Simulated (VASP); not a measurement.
Wanted: the native input for a VASP 6.6.1 run.

```
Task                   : single point
Functional             : PBEsol
Potentials or basis    : VASP PAW PBE potentials, release 64 (Ba_sv, H)
Cutoff                 : 520 eV
k mesh                 : 4 × 7 × 4
Occupations            : fermi-dirac, width 0.05 eV
Spin                   : no spin polarisation
Dipole correction      : no
Further INCAR settings : ALGO = Normal; EDIFF = 1e-06; NBANDS = 36
```

The structure of BaH2 lies in POSCAR:

```
BaH2
1.0
    6.7464147339      0.0000000000      0.0000000000
    0.0000000000      4.1400260028      0.0000000000
    0.0000000000      0.0000000000      7.8052601559
Ba H
4 8
Direct
    0.7397100000      0.7500000000      0.1113700000
    0.7602900000      0.2500000000      0.6113700000
    0.2397100000      0.7500000000      0.3886300000
    0.2602900000      0.2500000000      0.8886300000
    0.3540000000      0.7500000000      0.0865000000
    0.1460000000      0.2500000000      0.5865000000
    0.8540000000      0.7500000000      0.4135000000
    0.6460000000      0.2500000000      0.9135000000
    0.9570000000      0.7500000000      0.8260000000
    0.5430000000      0.2500000000      0.3260000000
    0.4570000000      0.7500000000      0.6740000000
    0.0430000000      0.2500000000      0.1740000000
```

These files were run (other wordings do the same):

INCAR

```
  PREC = Accurate
  ENCUT = 520
  EDIFF = 1E-6
  ISMEAR = -1
  SIGMA = 0.05
  LREAL = False
  LASPH = True
  NELM = 100
  ALGO = Normal
  ISIF = 2
  LWAVE = False
  LCHARG = False
  GGA = PS
  NBANDS = 36
```

KPOINTS

```
Automatic mesh
0
Gamma
  4 7 4
```

Potentials or basis: VASP PAW PBE potentials, release 64 (Ba_sv, H).

Run with:

```bash
$ cat potpaw_PBE.64/Ba_sv/POTCAR potpaw_PBE.64/H/POTCAR > POTCAR
$ mpirun -np 1 vasp_std > vasp.out
```

It gave:

The pressure is -0.3 GPa, the largest force is 0.336 eV/Å and the band gap on the k mesh is 2.75 eV, indirect (least direct gap 3.23 eV).

Caveat: the PAW data sets were made with another functional, which shifts forces and pressure a little; spin-orbit coupling is left out, which moves the levels of the heavy elements.

Run time: 4.6 min on 1 thread of Oxide Virtual Turin-like Processor (shared host), peak memory 0.4 GiB.
